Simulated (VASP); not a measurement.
Input of a VASP 6.6.1 run:

File INCAR:

```
SYSTEM = FeGe
ALGO = Normal
EDIFF = 1E-7
ENCUT = 520
GGA = PS
ISIF = 2
ISMEAR = -1
ISPIN = 2
LASPH = .True.
LCHARG = .False.
LMAXMIX = 4
LORBIT = 11
LREAL = .False.
LWAVE = .False.
MAGMOM = 0 0 0 3.53 1.41 0.35
NBANDS = 46
NELM = 150
PREC = Accurate
SIGMA = 0.05
```

File KPOINTS:

```
k-points
0
Gamma
  6 6 7
  0 0 0
```

The input POSCAR:

```
FeGe
1.0
    4.9976023358      0.0000000000      0.0000000000
   -2.4988011679      4.3280505808      0.0000000000
    0.0000000000      0.0000000000      4.1157613500
Ge Fe
3 3
Direct
    0.6666666667      0.3333333333      0.5000000000
    0.3333333333      0.6666666667      0.5000000000
    0.0000000000      0.0000000000      0.0000000000
    0.0000000000      0.5000000000      0.0000000000
    0.5000000000      0.5000000000      0.0000000000
    0.5000000000      0.0000000000      0.0000000000
```

Potentials or basis: VASP PAW PBE potentials, release 64 (Ge_d, Fe).

Run with:

```bash
$ cat potpaw_PBE.64/Ge_d/POTCAR potpaw_PBE.64/Fe/POTCAR > POTCAR
$ mpirun -np 1 vasp_std > vasp.out
```

Question: What does it give for the pressure?

Answer: -10.0 GPa.

Question: Predict the net moment.

Answer: 4.26 μB per cell.

Question: Predict the site moments.

Answer: Ge -0.06, -0.09 (each value once); Fe +1.50 μB.

Stress tensor (GPa, compression positive):
```
 -9.80   0.00   0.00
  0.00  -9.80   0.00
  0.00   0.00 -10.53
```

Caveat: the cell stands under tension; the PAW data sets were made with another functional, which shifts forces and pressure a little.
